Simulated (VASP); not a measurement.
# BP in VASP: further runs, part 2 of 2

VASP 6.6.1. The steps go on from the part before.

**4. Single point, PBE, collinear spin, ferromagnetic start**

This run uses another cell than the first one, of 92.61 Å³/atom, 0.637 times its volume.

INCAR

```
PREC     = Accurate       # precision mode
ENCUT    = 520            # plane-wave cutoff, eV
EDIFF    = 1E-6           # SCF threshold, eV
ISMEAR   = 0              # smearing method
SIGMA    = 0.05           # smearing width, eV
LREAL    = False          # projectors in reciprocal space
LASPH    = True           # aspherical terms in the spheres
NELM     = 150            # most SCF steps
ALGO     = Normal         # electronic algorithm
ISIF     = 2              # what is computed and relaxed
LWAVE    = False          # write WAVECAR
LCHARG   = False          # write CHGCAR
ISPIN    = 2              # spin polarisation
MAGMOM   = 0.5 0.5        # initial moments
LORBIT   = 11             # projections on sites
GGA      = PE             # functional
NBANDS   = 15             # bands
```

KPOINTS

```
regular mesh
0
Gamma
  1 1 34
```

POSCAR

```
BP
1.0
   10.6000000000      0.0000000000      0.0000000000
    0.0000000000      9.3000000000      0.0000000000
    0.0000000000      0.0000000000      1.8788775763
B P
1 1
Direct
    0.4247512541      0.5000000000      0.0000000000
    0.5752487459      0.5000000000      0.5000000000
```

Potentials or basis: VASP PAW PBE potentials, release 64 (B, P).

Started as:

```bash
$ cat potpaw_PBE.64/B/POTCAR potpaw_PBE.64/P/POTCAR > POTCAR
$ mpirun -np 1 vasp_std > vasp.out
```

OUTCAR:

```text
PREC = Accurate
   ENCUT = 520
   EDIFF = 1E-6
   ISMEAR = 0
   LREAL = False
   LASPH = True
   NELM = 150
   ISIF = 2
   ISPIN = 2
   LORBIT = 11
   GGA = PE

 ion  position               nearest neighbor table
   1  0.425  0.500  0.000-   2 1.85   2 1.85
   2  0.575  0.500  0.500-   1 1.85   1 1.85

  LATTYP: Found a simple orthorhombic cell.
 ALAT       =     1.8788775763
 B/A-ratio  =     4.9497636873
 C/A-ratio  =     5.6416661382

  Lattice vectors:

 A1 = (   0.0000000000,   0.0000000000,  -1.8788775763)
 A2 = (   0.0000000000,   9.3000000000,   0.0000000000)
 A3 = (  10.6000000000,   0.0000000000,   0.0000000000)

Analysis of symmetry for initial positions (statically):
=====================================================================
 Subroutine PRICEL returns:
 Original cell was already a primitive cell.

 Routine SETGRP: Setting up the symmetry group for a
 simple orthorhombic supercell.

 Subroutine GETGRP returns: Found  4 space group operations
 (whereof  4 operations were pure point group operations)
 out of a pool of  8 trial point group operations.

The static configuration has the point symmetry C_2v.

Analysis of symmetry for dynamics (positions and initial velocities):
=====================================================================
 Subroutine PRICEL returns:
 Original cell was already a primitive cell.

 Routine SETGRP: Setting up the symmetry group for a
 simple orthorhombic supercell.

 Subroutine GETGRP returns: Found  4 space group operations
 (whereof  4 operations were pure point group operations)
 out of a pool of  8 trial point group operations.

The dynamic configuration has the point symmetry C_2v.

Analysis of structural, dynamic, and magnetic symmetry:
=====================================================================
 Subroutine PRICEL returns:
 Original cell was already a primitive cell.

 Routine SETGRP: Setting up the symmetry group for a
 simple orthorhombic supercell.

 Subroutine GETGRP returns: Found  4 space group operations
 (whereof  4 operations were pure point group operations)
 out of a pool of  8 trial point group operations.

The overall configuration has the point symmetry C_2v.

 Subroutine INISYM returns: Found  4 space group operations
 (whereof  4 operations are pure point group operations),
 and found     1 'primitive' translations

----------------------------------------------------------------------------------------

                                     Primitive cell

  volume of cell :     185.2198

  direct lattice vectors                    reciprocal lattice vectors
    10.600000000  0.000000000  0.000000000     0.094339623  0.000000000  0.000000000
     0.000000000  9.300000000  0.000000000     0.000000000  0.107526882  0.000000000
     0.000000000  0.000000000  1.878877576     0.000000000  0.000000000  0.532232655

  length of vectors
    10.600000000  9.300000000  1.878877576     0.094339623  0.107526882  0.532232655

  position of ions in fractional coordinates (direct lattice)
     0.424751254  0.500000000  0.000000000
     0.575248746  0.500000000  0.500000000

  ion indices of the primitive-cell ions
   primitive index   ion index
                 1           1
                 2           2

[... 85 lines left out ...]
  volume/ion in A,a.u.               =      92.61       624.96
  Fermi-wavevector in a.u.,A,eV,Ry     =   0.574393  1.085445  4.488932  0.329927
  Thomas-Fermi vector in A             =   1.616064
   LORBIT       =     11    0 simple, 1 ext, 2 COOP (PROOUT), +10 PAW based schemes
   GGA     = PE    functional components
   LHFCALC =     F    Hartree Fock is set to
   AEXX    =    0.0000 exact exchange contribution
   IVDW    =     0    specifies the selected vdW correction
   LEPSILON=     F    determine dielectric tensor
   LRPA    =     F    only Hartree local field effects (RPA)
 spin polarized calculation
 Gauss-broadening in eV      SIGMA  =   0.05
  energy-cutoff  :      520.00
  volume of cell :      185.22
 maximum number of plane-waves:      5071
 NGX is ok and might be reduce to    80
   NGX = 39   NGY = 35   NGZ =  7

 number of electron       7.9999998 magnetization       0.0001909

 number of electron       7.9999998 magnetization      -0.0000926

 Free energy of the ion-electron system (eV)
  ---------------------------------------------------
  ext. energy  EPLUGINS =         0.00000000
  ---------------------------------------------------
  free energy    TOTEN  =        -8.11008952 eV

  energy without entropy =       -8.11007512  energy(sigma->0) =       -8.11008232

 E-fermi :  -2.9761     XC(G=0):  -2.4926

 val. band max:       -3.0926691865   @ k =   0.0000   0.0000   0.0882
 cond. band min:      -2.8595262190   @ k =   0.0000   0.0000   0.1176
 fundamental gap:      0.2331429674
 Fermi energy:        -2.9760977877

 spin component 1

 k-point     1 :       0.0000    0.0000    0.0000
  band No.  band energies     occupation
      1     -20.5459      1.00000
      2     -12.3686      1.00000
      3      -9.1908      1.00000
      4      -6.9293      1.00000
      5      -3.3937      1.00000
      6       0.1076      0.00000
      7       0.4290      0.00000
      8       1.4752      0.00000
      9       1.8761      0.00000
     10       2.6342      0.00000
     11       2.9799      0.00000
     12       3.5136      0.00000
     13       3.6916      0.00000
     14       3.8721      0.00000
[... 292 lines left out ...]
      1     -12.9292      1.00000
      2     -10.8469      1.00000
      3      -3.7997      1.00000
      4      -2.4276      0.00000
      5       0.0458      0.00000
      6       0.4166      0.00000
      7       1.4318      0.00000
      8       3.4232      0.00000
      9       5.0967      0.00000
     10       8.8547      0.00000
     11      10.0301      0.00000
     12      10.0303      0.00000
     13      11.6116      0.00000
     14      11.6666      0.00000
     15      12.1059      0.00000
 Fermi energy:        -2.9760977877

 spin component 2

 k-point     1 :       0.0000    0.0000    0.0000
  band No.  band energies     occupation
      1     -20.5459      1.00000
      2     -12.3687      1.00000
      3      -9.1908      1.00000
      4      -6.9293      1.00000
      5      -3.3938      1.00000
      6       0.0960      0.00000
      7       0.4260      0.00000
      8       1.4539      0.00000
      9       1.8699      0.00000
     10       2.5955      0.00000
     11       2.9169      0.00000
     12       3.5067      0.00000
     13       3.6786      0.00000
     14       3.7902      0.00000
[... 293 lines left out ...]
      2     -10.8469      1.00000
      3      -3.7997      1.00000
      4      -2.4276      0.00000
      5       0.0458      0.00000
      6       0.4166      0.00000
      7       1.4318      0.00000
      8       3.4232      0.00000
      9       5.0966      0.00000
     10       8.8546      0.00000
     11      10.0262      0.00000
     12      10.0268      0.00000
     13      11.5915      0.00000
     14      11.6451      0.00000
     15      12.0890      0.00000

------------------------ aborting loop because EDIFF is reached ----------------------------------------

  FORCE on cell =-STRESS in cart. coord.  units (eV):
  Direction    XX          YY          ZZ          XY          YZ          ZX
  --------------------------------------------------------------------------------------
  -------------------------------------------------------------------------------------
  Total        4.4707033     -0.0029564     10.3735517      0.0000000      0.0000000      0.0000000
  in kB       38.6722224     -0.0255730     89.7327054      0.0000000      0.0000000      0.0000000
  external PRESSURE =      42.7931183 kB  Pullay stress =       0.0000000 kB

 VOLUME and BASIS-vectors are now :
 -----------------------------------------------------------------------------
  energy-cutoff  :      520.00
  volume of cell :      185.22
      direct lattice vectors                 reciprocal lattice vectors
    10.600000000  0.000000000  0.000000000     0.094339623  0.000000000  0.000000000
     0.000000000  9.300000000  0.000000000     0.000000000  0.107526882  0.000000000
     0.000000000  0.000000000  1.878877576     0.000000000  0.000000000  0.532232655

 POSITION                                       TOTAL-FORCE (eV/Angst)
 -----------------------------------------------------------------------------------
      4.50236      4.65000      0.00000        -2.811960      0.000000      0.000000
      6.09764      4.65000      0.93944         2.811960      0.000000      0.000000
 -----------------------------------------------------------------------------------
    total drift:                                0.000063     -0.000000     -0.000000

  FREE ENERGIE OF THE ION-ELECTRON SYSTEM (eV)
  ---------------------------------------------------
  free  energy   TOTEN  =        -8.1100895250 eV

  energy  without entropy=       -8.1100751222  energy(sigma->0) =       -8.11008232

 total charge

# of ion       s       p       d       tot
------------------------------------------
    1        0.679   1.145   0.000   1.823
    2        1.089   1.618   0.000   2.707
--------------------------------------------------
tot          1.767   2.762   0.000   4.530

 magnetization (x)

# of ion       s       p       d       tot
------------------------------------------
    1       -0.000   0.000   0.000  -0.000
    2        0.000   0.000   0.000   0.000
--------------------------------------------------
tot         -0.000   0.000   0.000   0.000
```

It took 4.3 min on 1 thread of AMD EPYC 7R13, shared host; peak memory 0.33 GiB.

Results:

| Property | Result |
| --- | --- |
| Free energy | -8.1101 eV |
| Largest force | 2.812 eV/Å |
| Band gap on the k mesh | zero (filled and empty bands overlap) |
| Net moment | 0.00 μB per cell |
| Valence electrons inside the program's atomic spheres | B 1.82; P 2.71 |

Forces on the atoms (eV/Å):
```
B   -2.812  0.000  0.000
P    2.812  0.000  0.000
```

**5. Single point, PBE, collinear spin, ferromagnetic start**

This run uses another cell than the first one, of 100.90 Å³/atom, 0.694 times its volume.

INCAR

```
SYSTEM = BP
  ALGO = Normal
  EDIFF = 1E-7
  ENCUT = 520
  GGA = PE
  ISIF = 2
  ISMEAR = 0
  ISPIN = 2
  LASPH = .TRUE.
  LCHARG = .FALSE.
  LORBIT = 11
  LREAL = .FALSE.
  LWAVE = .FALSE.
  MAGMOM = 0.5 0.5
  NBANDS = 15
  NELM = 150
  PREC = Accurate
  SIGMA = 0.05
```

KPOINTS

```
k-points
0
G
  1 1 34
  0 0 0
```

POSCAR

```
BP
1.0
   10.6000000000      0.0000000000      0.0000000000
    0.0000000000      9.3000000000      0.0000000000
    0.0000000000      0.0000000000      2.0470462443
B P
1 1
Direct
    0.4182858237      0.5000000000      0.0000000000
    0.5817141763      0.5000000000      0.5000000000
```

Started as:

```bash
$ cat potpaw_PBE.64/B/POTCAR potpaw_PBE.64/P/POTCAR > POTCAR
$ mpirun -np 1 vasp_std > vasp.out
```

It took 5.6 min on 1 thread of AMD EPYC 7R13, shared host; peak memory 0.36 GiB.

Results (log left out):

| Property | Result |
| --- | --- |
| Free energy | -8.6613 eV |
| Largest force | 0.044 eV/Å |
| Net moment | 0.38 μB per cell |
| Site moments | B +0.14; P +0.02 μB |
| Valence electrons inside the program's atomic spheres | B 1.60; P 2.52 |

Forces in eV/Å, atoms in the order of the input:
```
B    0.044  0.000  0.000
P   -0.044  0.000  0.000
```

Levels at points of the mesh, in eV from the Fermi level:
Spin up:
```tsv
k point	band 2	band 3	band 4	band 5	band 6	band 7
(0.00, 0.00, 0.00)	-8.86	-5.30	-3.76	-0.54	3.08	3.33
(0.00, 0.00, 0.50)	-7.59	-2.19	-0.43	2.24	2.49	3.02
```
Spin down:
```tsv
k point	band 2	band 3	band 4	band 5	band 6	band 7
(0.00, 0.00, 0.00)	-8.58	-5.08	-3.51	0.04	3.19	3.42
(0.00, 0.00, 0.50)	-7.51	-2.06	0.01	2.34	3.10	3.38
```

**6. The runs side by side**

```csv
cell,k mesh,gap on the mesh (eV),moment (μB),largest force (eV/Å)
"a = 9.800, b = 9.300, c = 3.191 Å, 2 atoms",1 × 1 × 20,none,0.10,0.62
"a = 9.800, b = 9.300, c = 3.281 Å, 2 atoms",1 × 1 × 20,0.06,0.00,0.02
"a = 10.600, b = 9.300, c = 1.879 Å, 2 atoms",1 × 1 × 34,none,0.00,2.81
"a = 10.600, b = 9.300, c = 2.047 Å, 2 atoms",1 × 1 × 34,none,0.38,0.04
```

Alike in all rows: task single point; level PBE; potentials or basis VASP PAW PBE potentials, release 64 (B, P); spin collinear, ferromagnetic start; cutoff (eV) 520; smearing gaussian 0.05 eV.

Total energies depend on the potentials used, so only differences within one code and one set of settings carry meaning.
